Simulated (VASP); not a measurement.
# AgO2 (fluorite type) (Fm-3m) in VASP: notebook, part 2 of 2

VASP 6.6.1.

**3. Single point, PBE**

This run uses another cell than the first one, of 11.00 Å³/atom.

INCAR reads:

```
SYSTEM = AgO2
  ALGO = Normal
  EDIFF = 1E-6
  ENCUT = 520
  GGA = PE
  ISIF = 2
  ISMEAR = -1
  LASPH = .TRUE.
  LCHARG = .FALSE.
  LREAL = .FALSE.
  LWAVE = .FALSE.
  NBANDS = 18
  NELM = 80
  PREC = Accurate
  SIGMA = 0.06122561905347299
```

KPOINTS reads:

```
k-points
0
G
  18 18 18
  0 0 0
```

POSCAR reads:

```
AgO2
1.0
    0.0000000000      2.5460649928      2.5460649928
    2.5460649928      0.0000000000      2.5460649928
    2.5460649928      2.5460649928      0.0000000000
Ag O
1 2
Direct
    0.0000000000      0.0000000000      0.0000000000
    0.2500000000      0.2500000000      0.2500000000
    0.7500000000      0.7500000000      0.7500000000
```

Potentials or basis: VASP PAW PBE potentials, release 64 (Ag, O).

Command:

```console
cat potpaw_PBE.64/Ag/POTCAR potpaw_PBE.64/O/POTCAR > POTCAR
mpirun -np 1 vasp_std > vasp.out
```

OUTCAR:

```text
SYSTEM = AgO2
   EDIFF = 1E-6
   ENCUT = 520
   GGA = PE
   ISIF = 2
   ISMEAR = -1
   LASPH = .TRUE.
   LREAL = .FALSE.
   NELM = 80
   PREC = Accurate

 ion  position               nearest neighbor table
   1  0.000  0.000  0.000-   3 2.20   3 2.20   3 2.20   2 2.20   3 2.20   2 2.20   2 2.20   2 2.20

   2  0.250  0.250  0.250-   1 2.20   1 2.20   1 2.20   1 2.20
   3  0.750  0.750  0.750-   1 2.20   1 2.20   1 2.20   1 2.20

  LATTYP: Found a face centered cubic cell.
 ALAT       =     5.0921299856

  Lattice vectors:

 A1 = (   0.0000000000,   2.5460649928,   2.5460649928)
 A2 = (   2.5460649928,   0.0000000000,   2.5460649928)
 A3 = (   2.5460649928,   2.5460649928,   0.0000000000)

Analysis of symmetry for initial positions (statically):
=====================================================================
 Subroutine PRICEL returns:
 Original cell was already a primitive cell.

 Routine SETGRP: Setting up the symmetry group for a
 face centered cubic supercell.

 Subroutine GETGRP returns: Found 48 space group operations
 (whereof 48 operations were pure point group operations)
 out of a pool of 48 trial point group operations.

The static configuration has the point symmetry O_h .

Analysis of symmetry for dynamics (positions and initial velocities):
=====================================================================
 Subroutine PRICEL returns:
 Original cell was already a primitive cell.

 Routine SETGRP: Setting up the symmetry group for a
 face centered cubic supercell.

 Subroutine GETGRP returns: Found 48 space group operations
 (whereof 48 operations were pure point group operations)
 out of a pool of 48 trial point group operations.

The dynamic configuration has the point symmetry O_h .

 Subroutine INISYM returns: Found 48 space group operations
 (whereof 48 operations are pure point group operations),
 and found     1 'primitive' translations

----------------------------------------------------------------------------------------

                                     Primitive cell

  volume of cell :      33.0095

  direct lattice vectors                    reciprocal lattice vectors
     0.000000000  2.546064993  2.546064993    -0.196381475  0.196381475  0.196381475
     2.546064993  0.000000000  2.546064993     0.196381475 -0.196381475  0.196381475
     2.546064993  2.546064993  0.000000000     0.196381475  0.196381475 -0.196381475

  length of vectors
     3.600679644  3.600679644  3.600679644     0.340142693  0.340142693  0.340142693

  position of ions in fractional coordinates (direct lattice)
     0.000000000  0.000000000  0.000000000
     0.250000000  0.250000000  0.250000000
     0.750000000  0.750000000  0.750000000

  ion indices of the primitive-cell ions
   primitive index   ion index
                 1           1
                 2           2
                 3           3

----------------------------------------------------------------------------------------

 KPOINTS: k-points

Automatic generation of k-mesh.
 Grid dimensions read from file:
 generate k-points for:   18   18   18

 Generating k-lattice:

  Cartesian coordinates                     Fractional coordinates (reciprocal lattice)
    -0.010910082  0.010910082  0.010910082     0.055555556  0.000000000  0.000000000
     0.010910082 -0.010910082  0.010910082     0.000000000  0.055555556  0.000000000
     0.010910082  0.010910082 -0.010910082     0.000000000  0.000000000  0.055555556

  Length of vectors
     0.018896816  0.018896816  0.018896816

  Shift w.r.t. Gamma in fractional coordinates (k-lattice)
     0.000000000  0.000000000  0.000000000

 Subroutine IBZKPT returns following result:
 ===========================================

 Found    195 irreducible k-points:

 Following reciprocal coordinates:
            Coordinates               Weight
  0.000000  0.000000  0.000000      1.000000
  0.055556  0.000000  0.000000      8.000000
  0.111111  0.000000  0.000000      8.000000
  0.166667  0.000000  0.000000      8.000000
  0.222222  0.000000  0.000000      8.000000
  0.277778  0.000000  0.000000      8.000000
[... 16 lines left out ...]
 -0.277778  0.055556  0.000000     24.000000
 -0.222222  0.055556  0.000000     24.000000
 [... further k-points ...]
   k-points           NKPTS =    195   k-points in BZ     NKDIM =    195   number of bands    NBANDS=     18
   number of dos      NEDOS =    301   number of ions     NIONS =      3
   total plane-waves  NPLWV =  21952
   dimension x,y,z NGX =    28 NGY =   28 NGZ =   28
   dimension x,y,z NGXF=    56 NGYF=   56 NGZF=   56
   ions per type =               1   2
   NGX,Y,Z   is equivalent  to a cutoff of  12.93, 12.93, 12.93 a.u.
   NGXF,Y,Z  is equivalent  to a cutoff of  25.86, 25.86, 25.86 a.u.
 SYSTEM =  AgO2
   PREC   = accura    normal or accurate (medium, high low for compatibility)
   ISTART =      0    job   : 0-new  1-cont  2-samecut
   ICHARG =      2    charge: 1-file 2-atom 10-const
   ISPIN  =      1    spin polarized calculation?
   LNONCOLLINEAR =      F non collinear calculations
   LSORBIT =      F    spin-orbit coupling
   LASPH  =      T    aspherical Exc in radial PAW
   ENCUT  =  520.0 eV  38.22 Ry    6.18 a.u.   6.69  6.69  6.69*2*pi/ulx,y,z
   NELM   =     80;   NELMIN=  2; NELMDL= -5     # of ELM steps
   EDIFF  = 0.1E-05   stopping-criterion for ELM
   LREAL  =      F    real-space projection
   EDIFFG = 0.1E-04   stopping-criterion for IOM
   NSW    =      0    number of steps for IOM
   IBRION =     -1    ionic relax: 0-MD 1-quasi-New 2-CG
   NFREE  =      0    steps in history (QN), initial steepest desc. (CG)
   ISIF   =      2    stress and relaxation
   ISYM   =      2    0-nonsym 1-usesym 2-fastsym
   POTIM  = 0.5000    time-step for ionic-motion
   TEBEG  =    0.0;   TEEND  =   0.0 temperature during run
   PSTRESS=    0.0 pullay stress
   NELECT =      23.0000    total number of electrons
   NUPDOWN=      -1.0000    fix difference up-down
   EMIN   =  10.00;   EMAX   =-10.00  energy-range for DOS
   EFERMI =   0.00;   METHOD = LEGACY
   ISMEAR =    -1;   SIGMA  =   0.06  broadening in eV -4-tet -1-fermi 0-gaus
   EFERMI_NEDOS =   21; number of points for ismear=-14 and -15
   IALGO  =     38    algorithm
   IMIX   =      4    mixing-type and parameters
     AMIX     =   0.40;   BMIX     =  1.00
     AMIX_MAG =   1.60;   BMIX_MAG =  1.00
  volume/ion in A,a.u.               =      11.00        74.25
  Fermi-wavevector in a.u.,A,eV,Ry     =   1.451347  2.742648 28.659427  2.106408
  Thomas-Fermi vector in A             =   2.568855
   LORBIT       =      0    0 simple, 1 ext, 2 COOP (PROOUT), +10 PAW based schemes
   GGA     = PE    functional components
   LHFCALC =     F    Hartree Fock is set to
   AEXX    =    0.0000 exact exchange contribution
   IVDW    =     0    specifies the selected vdW correction
   LEPSILON=     F    determine dielectric tensor
   LRPA    =     F    only Hartree local field effects (RPA)
 non-spin polarized calculation
  energy-cutoff  :      520.00
  volume of cell :       33.01
 maximum number of plane-waves:       911
   NGX = 13   NGY = 13   NGZ = 13

 number of electron      22.9999992 magnetization

 Free energy of the ion-electron system (eV)
  ---------------------------------------------------
  ext. energy  EPLUGINS =         0.00000000
  ---------------------------------------------------
  free energy    TOTEN  =       -11.05701763 eV

  energy without entropy =      -11.00187456  energy(sigma->0) =      -11.02944610

 E-fermi :   5.1321     XC(G=0): -11.7029

 val. band max:        5.1282585872   @ k =   0.5000   0.2222   0.0000
 cond. band min:       5.1343163898   @ k =  -0.3889   0.3889   0.0000
 fundamental gap:      0.0060578025
 Fermi energy:         5.1320712097

 k-point     1 :       0.0000    0.0000    0.0000
  band No.  band energies     occupation
      1     -14.0358      2.00000
      2     -11.1398      2.00000
      3      -1.8534      2.00000
      4      -1.8534      2.00000
      5      -1.8534      2.00000
      6       0.8492      2.00000
[... 10 lines left out ...]
     17      17.0672      0.00000
     18      23.2475      0.00000
[... 463 lines left out ...]
 k-point    24 :      -0.2222    0.0556    0.0000
  band No.  band energies     occupation
      1     -13.5941      2.00000
      2     -11.6374      2.00000
      3      -1.5374      2.00000
      4      -1.4881      2.00000
      5      -0.6530      2.00000
      6       0.5727      2.00000
[... 10 lines left out ...]
     17      18.4876      0.00000
     18      23.9749      0.00000

 [... further k-points ...]

------------------------ aborting loop because EDIFF is reached ----------------------------------------

  FORCE on cell =-STRESS in cart. coord.  units (eV):
  Direction    XX          YY          ZZ          XY          YZ          ZX
  --------------------------------------------------------------------------------------
  -------------------------------------------------------------------------------------
  Total        1.3315874      1.3315874      1.3315874     -0.0000000     -0.0000000      0.0000000
  in kB       64.6311397     64.6311397     64.6311397     -0.0000000     -0.0000000      0.0000000
  external PRESSURE =      64.6311397 kB  Pullay stress =       0.0000000 kB

 VOLUME and BASIS-vectors are now :
 -----------------------------------------------------------------------------
  energy-cutoff  :      520.00
  volume of cell :       33.01
      direct lattice vectors                 reciprocal lattice vectors
     0.000000000  2.546064993  2.546064993    -0.196381475  0.196381475  0.196381475
     2.546064993  0.000000000  2.546064993     0.196381475 -0.196381475  0.196381475
     2.546064993  2.546064993  0.000000000     0.196381475  0.196381475 -0.196381475

 POSITION                                       TOTAL-FORCE (eV/Angst)
 -----------------------------------------------------------------------------------
      0.00000      0.00000      0.00000         0.000000      0.000000      0.000000
      1.27303      1.27303      1.27303        -0.000000     -0.000000     -0.000000
      3.81910      3.81910      3.81910         0.000000      0.000000      0.000000
 -----------------------------------------------------------------------------------
    total drift:                                0.000000      0.000000      0.000000

  FREE ENERGIE OF THE ION-ELECTRON SYSTEM (eV)
  ---------------------------------------------------
  free  energy   TOTEN  =       -11.0570176330 eV

  energy  without entropy=      -11.0018745618  energy(sigma->0) =      -11.02944610
```

It took 2 min on 1 thread of Intel Xeon Platinum 8488C (Sapphire Rapids), shared host; peak memory 0.24 GiB.

Results:

```
Free energy            : -11.0570 eV
Pressure               : 6.5 GPa
Band gap on the k mesh : zero (an odd number of electrons rules out a gap without spin polarisation)
```

Caveat: the cell stands under pressure; an odd number of electrons without spin polarisation forces a metal; a magnetic or distorted state may lie lower.
